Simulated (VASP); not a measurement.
# AlCd2O (Cmmm) in VASP: notebook

The runs below take AlCd2O through single point, with PBE.

Program: VASP 6.6.1. These are calculated values, not measurements. Logs are shortened: lines on timing, memory, paths and dates and some standing lists are left out, and cuts for length are marked.

### Step 1. The cell of the first run

It takes space group Cmmm (No. 65, orthorhombic). The conventional cell has a = 4.737 Å, b = 6.907 Å, c = 4.578 Å, α = 90.00°, β = 90.00°, γ = 90.00°. Within 3.1 Å of Al (site symmetry mmm) lie 2 O at 2.37 Å and 4 Cd at 2.66 Å. Cd (site symmetry m2m) has 3 Cd at 2.49 to 2.69 Å and 2 Al at 2.66 Å and 2 O at 3.11 Å within 3.3 Å. Within 3.2 Å of O (site symmetry mmm) lie 2 Al at 2.37 Å and 4 Cd at 3.11 Å.

The cell was generated, and may not be a known phase.

### Step 2. Single point, PBE

File INCAR:

```
PREC     = Accurate       # precision mode
ENCUT    = 700            # plane-wave cutoff, eV
EDIFF    = 1E-6           # SCF threshold, eV
ISMEAR   = 0              # smearing method
SIGMA    = 0.1            # smearing width, eV
LREAL    = F              # projectors in reciprocal space
LASPH    = T              # aspherical terms in the spheres
NELM     = 120            # most SCF steps
ALGO     = Normal         # electronic algorithm
ISIF     = 2              # what is computed and relaxed
LWAVE    = F              # write WAVECAR
LCHARG   = T              # write CHGCAR
GGA      = PE             # functional
LELF     = T              # ELF
LVHAR    = T            
NBANDS   = 32             # bands
GGA_COMPAT= F
```

File KPOINTS:

```
regular mesh
0
Gamma
  4 4 4
```

File POSCAR:

```
AlCd2O
1.0
    2.3685575300     -3.4535621700      0.0000000000
    2.3685575300      3.4535621700      0.0000000000
    0.0000000000      0.0000000000      4.5777688500
Al Cd O
1 2 1
Direct
    0.5000000000      0.5000000000      0.0000000000
    0.6950567500      0.3049432500      0.5000000000
    0.3049432500      0.6950567500      0.5000000000
    0.0000000000      0.0000000000      0.0000000000
```

Potentials or basis: VASP PAW PBE potentials, release 64 (Al, Cd_sv_GW, O).

Command:

```console
cat potpaw_PBE.64/Al/POTCAR potpaw_PBE.64/Cd_sv_GW/POTCAR potpaw_PBE.64/O/POTCAR > POTCAR
mpirun -np 1 vasp_std > vasp.out
```

OUTCAR:

```text
PREC = Accurate
   ENCUT = 700
   EDIFF = 1E-6
   ISMEAR = 0
   LREAL = F
   LASPH = T
   NELM = 120
   ISIF = 2
   GGA = PE

 ion  position               nearest neighbor table
   1  0.500  0.500  0.000-   4 2.37   4 2.37   2 2.66   2 2.66   3 2.66   3 2.66
   2  0.695  0.305  0.500-   3 2.49   3 2.49   1 2.66   1 2.66
   3  0.305  0.695  0.500-   2 2.49   2 2.49   1 2.66   1 2.66
   4  0.000  0.000  0.000-   1 2.37   1 2.37

  LATTYP: Found a base centered orthorhombic cell.
 ALAT       =     4.7371150600
 B/A-ratio  =     1.4580866735
 C/A-ratio  =     0.9663621829

  Lattice vectors:

 A1 = (   2.3685575300,  -3.4535621700,   0.0000000000)
 A2 = (   2.3685575300,   3.4535621700,   0.0000000000)
 A3 = (   0.0000000000,   0.0000000000,   4.5777688500)

Analysis of symmetry for initial positions (statically):
=====================================================================
 Subroutine PRICEL returns:
 Original cell was already a primitive cell.

 Routine SETGRP: Setting up the symmetry group for a
 base centered orthorhombic supercell.

 Subroutine GETGRP returns: Found  8 space group operations
 (whereof  8 operations were pure point group operations)
 out of a pool of  8 trial point group operations.

The static configuration has the point symmetry D_2h.

Analysis of symmetry for dynamics (positions and initial velocities):
=====================================================================
 Subroutine PRICEL returns:
 Original cell was already a primitive cell.

 Routine SETGRP: Setting up the symmetry group for a
 base centered orthorhombic supercell.

 Subroutine GETGRP returns: Found  8 space group operations
 (whereof  8 operations were pure point group operations)
 out of a pool of  8 trial point group operations.

The dynamic configuration has the point symmetry D_2h.

 Subroutine INISYM returns: Found  8 space group operations
 (whereof  8 operations are pure point group operations),
 and found     1 'primitive' translations

----------------------------------------------------------------------------------------

                                     Primitive cell

  volume of cell :      74.8919

  direct lattice vectors                    reciprocal lattice vectors
     2.368557530 -3.453562170  0.000000000     0.211098947 -0.144778051  0.000000000
     2.368557530  3.453562170  0.000000000     0.211098947  0.144778051  0.000000000
     0.000000000  0.000000000  4.577768850     0.000000000  0.000000000  0.218447028

  length of vectors
     4.187738821  4.187738821  4.577768850     0.255975486  0.255975486  0.218447028

  position of ions in fractional coordinates (direct lattice)
     0.500000000  0.500000000  0.000000000
     0.695056750  0.304943250  0.500000000
     0.304943250  0.695056750  0.500000000
     0.000000000  0.000000000  0.000000000

  ion indices of the primitive-cell ions
   primitive index   ion index
                 1           1
                 2           2
                 3           3
                 4           4

----------------------------------------------------------------------------------------

 KPOINTS: regular mesh

Automatic generation of k-mesh.
 Grid dimensions read from file:
 generate k-points for:    4    4    4

 Generating k-lattice:

  Cartesian coordinates                     Fractional coordinates (reciprocal lattice)
     0.052774737 -0.036194513  0.000000000     0.250000000  0.000000000  0.000000000
     0.052774737  0.036194513  0.000000000     0.000000000  0.250000000  0.000000000
     0.000000000  0.000000000  0.054611757     0.000000000  0.000000000  0.250000000

  Length of vectors
     0.063993871  0.063993871  0.054611757

  Shift w.r.t. Gamma in fractional coordinates (k-lattice)
     0.000000000  0.000000000  0.000000000

 Subroutine IBZKPT returns following result:
 ===========================================

 Found     21 irreducible k-points:

 Following reciprocal coordinates:
            Coordinates               Weight
  0.000000  0.000000  0.000000      1.000000
  0.250000 -0.000000  0.000000      4.000000
  0.500000 -0.000000  0.000000      2.000000
  0.250000  0.250000  0.000000      2.000000
  0.500000  0.250000  0.000000      4.000000
 -0.250000  0.250000  0.000000      2.000000
[... 13 lines left out ...]
 -0.250000  0.250000  0.500000      2.000000
  0.500000  0.500000  0.500000      1.000000
   k-points           NKPTS =     21   k-points in BZ     NKDIM =     21   number of bands    NBANDS=     32
   number of dos      NEDOS =    301   number of ions     NIONS =      4
   total plane-waves  NPLWV =  51840
   dimension x,y,z NGX =    36 NGY =   36 NGZ =   40
   dimension x,y,z NGXF=    72 NGYF=   72 NGZF=   80
   ions per type =               1   2   1
   NGX,Y,Z   is equivalent  to a cutoff of  14.29, 14.29, 14.53 a.u.
   NGXF,Y,Z  is equivalent  to a cutoff of  28.58, 28.58, 29.05 a.u.
 SYSTEM =  unknown system
   PREC   = accura    normal or accurate (medium, high low for compatibility)
   ISTART =      0    job   : 0-new  1-cont  2-samecut
   ICHARG =      2    charge: 1-file 2-atom 10-const
   ISPIN  =      1    spin polarized calculation?
   LNONCOLLINEAR =      F non collinear calculations
   LSORBIT =      F    spin-orbit coupling
   LASPH  =      T    aspherical Exc in radial PAW
   ENCUT  =  700.0 eV  51.45 Ry    7.17 a.u.   9.03  9.03  9.88*2*pi/ulx,y,z
   NELM   =    120;   NELMIN=  2; NELMDL= -5     # of ELM steps
   EDIFF  = 0.1E-05   stopping-criterion for ELM
   LREAL  =      F    real-space projection
   EDIFFG = 0.1E-04   stopping-criterion for IOM
   NSW    =      0    number of steps for IOM
   IBRION =     -1    ionic relax: 0-MD 1-quasi-New 2-CG
   NFREE  =      0    steps in history (QN), initial steepest desc. (CG)
   ISIF   =      2    stress and relaxation
   ISYM   =      2    0-nonsym 1-usesym 2-fastsym
   POTIM  = 0.5000    time-step for ionic-motion
   TEBEG  =    0.0;   TEEND  =   0.0 temperature during run
   PSTRESS=    0.0 pullay stress
   NELECT =      49.0000    total number of electrons
   NUPDOWN=      -1.0000    fix difference up-down
   EMIN   =  10.00;   EMAX   =-10.00  energy-range for DOS
   EFERMI =   0.00;   METHOD = LEGACY
   ISMEAR =     0;   SIGMA  =   0.10  broadening in eV -4-tet -1-fermi 0-gaus
   EFERMI_NEDOS =   21; number of points for ismear=-14 and -15
   IALGO  =     38    algorithm
   IMIX   =      4    mixing-type and parameters
     AMIX     =   0.40;   BMIX     =  1.00
     AMIX_MAG =   1.60;   BMIX_MAG =  1.00
  volume/ion in A,a.u.               =      18.72       126.35
  Fermi-wavevector in a.u.,A,eV,Ry     =   1.421222  2.685720 27.482015  2.019871
  Thomas-Fermi vector in A             =   2.542054
   LORBIT       =      0    0 simple, 1 ext, 2 COOP (PROOUT), +10 PAW based schemes
   GGA     = PE    functional components
   LHFCALC =     F    Hartree Fock is set to
   AEXX    =    0.0000 exact exchange contribution
   IVDW    =     0    specifies the selected vdW correction
   LEPSILON=     F    determine dielectric tensor
   LRPA    =     F    only Hartree local field effects (RPA)
 non-spin polarized calculation
 Gauss-broadening in eV      SIGMA  =   0.10
  energy-cutoff  :      700.00
  volume of cell :       74.89
 maximum number of plane-waves:      3170
   NGX = 19   NGY = 19   NGZ = 19

 number of electron      49.0000010 magnetization

 Free energy of the ion-electron system (eV)
  ---------------------------------------------------
  ext. energy  EPLUGINS =         0.00000000
  ---------------------------------------------------
  free energy    TOTEN  =        -9.11592543 eV

  energy without entropy =       -9.10910303  energy(sigma->0) =       -9.11251423

 E-fermi :   5.0245     XC(G=0): -10.3713

 val. band max:        4.9776516820   @ k =   0.5000  -0.0000   0.5000
 cond. band min:       5.0899221571   @ k =   0.5000  -0.0000   0.5000
 fundamental gap:      0.1122704751
 Fermi energy:         5.0244925576

 k-point     1 :       0.0000    0.0000    0.0000
  band No.  band energies     occupation
      1     -98.3199      2.00000
      2     -98.2858      2.00000
      3     -59.5382      2.00000
      4     -59.3493      2.00000
      5     -59.3366      2.00000
      6     -59.3036      2.00000
[... 24 lines left out ...]
     31      12.8786      0.00000
     32      13.9126      0.00000

 k-point     2 :       0.2500   -0.0000    0.0000
  band No.  band energies     occupation
      1     -98.3150      2.00000
      2     -98.2907      2.00000
      3     -59.5051      2.00000
      4     -59.3668      2.00000
      5     -59.3319      2.00000
      6     -59.3083      2.00000
[... 24 lines left out ...]
     31      12.8517      0.00000
     32      14.3300      0.00000

 k-point     3 :       0.5000   -0.0000    0.0000
  band No.  band energies     occupation
      1     -98.3053      2.00000
      2     -98.3005      2.00000
      3     -59.4309      2.00000
      4     -59.4253      2.00000
      5     -59.3228      2.00000
      6     -59.3206      2.00000
[... 24 lines left out ...]
     31      14.1286      0.00000
     32      15.1275      0.00000

 k-point     4 :       0.2500    0.2500    0.0000
  band No.  band energies     occupation
      1     -98.3053      2.00000
      2     -98.3005      2.00000
      3     -59.4349      2.00000
      4     -59.4206      2.00000
      5     -59.3228      2.00000
      6     -59.3218      2.00000
[... 549 lines left out ...]
     31      14.4101      0.00000
     32      15.0941      0.00000

 k-point    20 :      -0.2500    0.2500    0.5000
  band No.  band energies     occupation
      1     -98.3177      2.00000
      2     -98.2880      2.00000
      3     -59.5408      2.00000
      4     -59.3478      2.00000
      5     -59.3342      2.00000
      6     -59.3061      2.00000
[... 24 lines left out ...]
     31      13.8119      0.00000
     32      14.2318      0.00000

 k-point    21 :       0.5000    0.5000    0.5000
  band No.  band energies     occupation
      1     -98.3151      2.00000
      2     -98.2906      2.00000
      3     -59.5434      2.00000
      4     -59.3465      2.00000
      5     -59.3311      2.00000
      6     -59.3091      2.00000
[... 24 lines left out ...]
     31      15.6568      0.00000
     32      15.9253      0.00000

------------------------ aborting loop because EDIFF is reached ----------------------------------------

  FORCE on cell =-STRESS in cart. coord.  units (eV):
  Direction    XX          YY          ZZ          XY          YZ          ZX
  --------------------------------------------------------------------------------------
  -------------------------------------------------------------------------------------
  Total        2.7707955      4.3605991      3.1324775     -0.0000000      0.0000000      0.0000000
  in kB       59.2761494     93.2871169     67.0136803     -0.0000000      0.0000000      0.0000000
  external PRESSURE =      73.1923156 kB  Pullay stress =       0.0000000 kB

 VOLUME and BASIS-vectors are now :
 -----------------------------------------------------------------------------
  energy-cutoff  :      700.00
  volume of cell :       74.89
      direct lattice vectors                 reciprocal lattice vectors
     2.368557530 -3.453562170  0.000000000     0.211098947 -0.144778051  0.000000000
     2.368557530  3.453562170  0.000000000     0.211098947  0.144778051  0.000000000
     0.000000000  0.000000000  4.577768850     0.000000000  0.000000000  0.218447028

 POSITION                                       TOTAL-FORCE (eV/Angst)
 -----------------------------------------------------------------------------------
      2.36856      0.00000      0.00000        -0.000000      0.000000      0.000000
      2.36856     -1.34728      2.28888        -0.000000     -0.664914     -0.000000
      2.36856      1.34728      2.28888        -0.000000      0.664914      0.000000
      0.00000      0.00000      0.00000         0.000000      0.000000      0.000000
 -----------------------------------------------------------------------------------
    total drift:                                0.000000     -0.000000      0.000000

  FREE ENERGIE OF THE ION-ELECTRON SYSTEM (eV)
  ---------------------------------------------------
  free  energy   TOTEN  =        -9.1159254337 eV

  energy  without entropy=       -9.1091030258  energy(sigma->0) =       -9.11251423
```

Run time: 48 s. Hardware: 1 thread of Intel Xeon Platinum 8559C (Emerald Rapids), shared host; peak memory 0.27 GiB.

Results:

| Item | Value |
| --- | --- |
| Free energy | -9.1159 eV |
| Pressure | 7.3 GPa |
| Largest force | 0.665 eV/Å |
| Band gap on the k mesh | zero (an odd number of electrons rules out a gap without spin polarisation) |

Forces in eV/Å, atoms in the order of the input:
```
Al   0.000  0.000  0.000
Cd   0.000 -0.665  0.000
Cd   0.000  0.665  0.000
O    0.000  0.000  0.000
```

Caveat: the k points lie up to 0.40 Å⁻¹ apart, too coarse for converged energies and pressures of a metal.

### Step 3. Single point, PBE

This run uses another cell than the first one, of 24.35 Å³/atom.

File INCAR:

```
PREC = Accurate
ENCUT = 520
EDIFF = 1E-6
ISMEAR = 0
SIGMA = 0.1
LREAL = F
LASPH = T
NELM = 60
ALGO = Normal
ISIF = 2
LWAVE = F
LCHARG = F
GGA = PE
NBANDS = 24
```

File KPOINTS:

```
regular mesh
0
Gamma
  14 14 8
```

File POSCAR:

```
AlCd2O
1.0
    1.7161028680     -5.2806372762      0.0000000000
    1.7161028680      5.2806372762      0.0000000000
    0.0000000000      0.0000000000      5.3750484150
Al Cd O
1 2 1
Direct
    0.5000000000      0.5000000000      0.0000000000
    0.6365948067      0.3634051933      0.5000000000
    0.3634051933      0.6365948067      0.5000000000
    0.0000000000      0.0000000000      0.0000000000
```

Potentials or basis: VASP PAW PBE potentials, release 64 (Al, Cd, O).

Command:

```console
cat potpaw_PBE.64/Al/POTCAR potpaw_PBE.64/Cd/POTCAR potpaw_PBE.64/O/POTCAR > POTCAR
mpirun -np 1 vasp_std > vasp.out
```

It took 6.2 min on 1 thread of Intel Xeon 6975P-C (Granite Rapids), shared host; peak memory 0.73 GiB.

The run converged. Its results:

```
Free energy            : -12.5556 eV
Pressure               : 0.1 GPa
Band gap on the k mesh : zero (an odd number of electrons rules out a gap without spin polarisation)
```

Stress tensor (GPa, compression positive):
```
 0.24  0.00  0.00
 0.00  0.10  0.00
 0.00  0.00 -0.04
```

Levels at points of the mesh, in eV from the Fermi level:
```tsv
k point	band 14	band 15	band 16	band 17	band 18	band 19
(0.00, 0.00, 0.00)	-4.91	-4.71	-0.86	0.49	0.71	1.13
(0.50, 0.00, 0.00)	-4.11	-2.63	-1.94	0.45	0.56	1.02
(0.50, 0.50, 0.00)	-4.94	-4.76	-3.65	1.25	1.61	2.07
(0.00, 0.00, 0.50)	-4.71	-3.57	-2.81	0.16	0.31	2.76
(0.50, 0.00, 0.50)	-4.14	-3.12	-1.28	0.33	0.40	0.72
(0.50, 0.50, 0.50)	-4.96	-4.74	-2.31	-1.79	0.34	6.36
```

### Step 4. Single point, PBE

This run uses another cell than the first one, of 24.35 Å³/atom.

File INCAR:

```
SYSTEM = AlCd2O
ALGO = Normal
EDIFF = 1E-7
ENCUT = 520
GGA = PE
ISIF = 2
ISMEAR = 0
LASPH = .TRUE.
LCHARG = .FALSE.
LREAL = .FALSE.
LWAVE = .FALSE.
NBANDS = 24
NELM = 80
PREC = Accurate
SIGMA = 0.1
```

File KPOINTS:

```
k-points
0
G
  14 14 10
  0 0 0
```

POSCAR is that of step 3.

Command:

```console
cat potpaw_PBE.64/Al/POTCAR potpaw_PBE.64/Cd/POTCAR potpaw_PBE.64/O/POTCAR > POTCAR
mpirun -np 1 vasp_std > vasp.out
```

Wall time 8.5 min (1 thread of Intel Xeon 6975P-C (Granite Rapids), shared host); peak memory 0.83 GiB.

Results (log left out):

```yaml
Free_energy: -12.5577 eV
Pressure: 0.1 GPa
Band_gap_on_the_k_mesh: zero (an odd number of electrons rules out a gap without spin polarisation)
```

Stress tensor (GPa, compression positive):
```
 0.20  0.00  0.00
 0.00  0.09  0.00
 0.00  0.00 -0.04
```

Levels at points of the mesh, in eV from the Fermi level:
| k point | band 13 | band 14 | band 15 | band 16 | band 17 | band 18 | band 19 | band 20 |
| --- | --- | --- | --- | --- | --- | --- | --- | --- |
| (0.00, 0.00, 0.00) | -6.31 | -4.91 | -4.71 | -0.85 | 0.49 | 0.72 | 1.13 | 3.95 |
| (0.50, 0.00, 0.00) | -4.23 | -4.11 | -2.63 | -1.93 | 0.46 | 0.56 | 1.03 | 4.03 |
| (0.50, 0.50, 0.00) | -5.75 | -4.93 | -4.76 | -3.65 | 1.26 | 1.61 | 2.08 | 3.44 |
| (0.00, 0.00, 0.50) | -6.48 | -4.71 | -3.57 | -2.81 | 0.16 | 0.31 | 2.76 | 3.68 |
| (0.50, 0.00, 0.50) | -4.37 | -4.14 | -3.12 | -1.27 | 0.33 | 0.41 | 0.73 | 2.31 |
| (0.50, 0.50, 0.50) | -6.03 | -4.96 | -4.73 | -2.31 | -1.79 | 0.34 | 6.36 | 6.49 |

### Step 5. The runs side by side

```csv
potentials or basis,cell,k mesh,cutoff (eV),gap on the mesh (eV),pressure (GPa)
"VASP PAW PBE potentials, release 64 (Al, Cd_sv_GW, O)","a = 4.188, b = 4.188, c = 4.578 Å, angles 90.0, 90.0, 111.1°, 4 atoms, atomic positions A",4 × 4 × 4,700,none,7.3
"VASP PAW PBE potentials, release 64 (Al, Cd, O)","a = 5.552, b = 5.552, c = 5.375 Å, angles 90.0, 90.0, 144.0°, 4 atoms, atomic positions B",14 × 14 × 8,520,none,0.1
"VASP PAW PBE potentials, release 64 (Al, Cd, O)","a = 5.552, b = 5.552, c = 5.375 Å, angles 90.0, 90.0, 144.0°, 4 atoms, atomic positions B",14 × 14 × 10,520,none,0.1
```

Alike in all rows: task single point; level PBE; no spin polarisation; smearing gaussian 0.1 eV.

Caveats: some runs use coarse meshes.

Total energies depend on the potentials used, so only differences within one code and one set of settings carry meaning.

The gap in the log of VASP goes by the Fermi energy; the results here count the filled bands.